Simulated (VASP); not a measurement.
A run of VASP 6.6.1:

INCAR

```
ALGO = Fast
EDIFF = 1E-6
ENCUT = 520
ISIF = 2
ISMEAR = 0
LASPH = True
LCHARG = False
LREAL = False
LWAVE = False
NBANDS = 13
NELM = 100
PREC = Accurate
SIGMA = 0.15
```

File KPOINTS:

```
k-points
0
Gamma
  22 22 22
```

Contents of POSCAR:

```
Mo
1.0
    0.0000000000      1.8462645591      2.4001439268
    1.8462645591      0.0000000000      2.4001439268
    1.8462645591      1.8462645591      0.0000000000
Mo
1
Direct
    0.0000000000      0.0000000000      0.0000000000
```

Potentials or basis: VASP PAW LDA potentials, release 64 (Mo_sv).

Command:

```sh
$ cat potpaw_LDA.64/Mo_sv/POTCAR > POTCAR
$ mpirun -np 1 vasp_std > vasp.out
```

Hardware: 1 thread of Intel Xeon 8259CL, with other jobs on the host.

Q: Estimate the wall time of this run.

A: Run time: 2.6 min on 1 thread of Intel Xeon 8259CL, on a shared host, peak memory 0.26 GiB. Counts: scf iterations 12, k points 834.
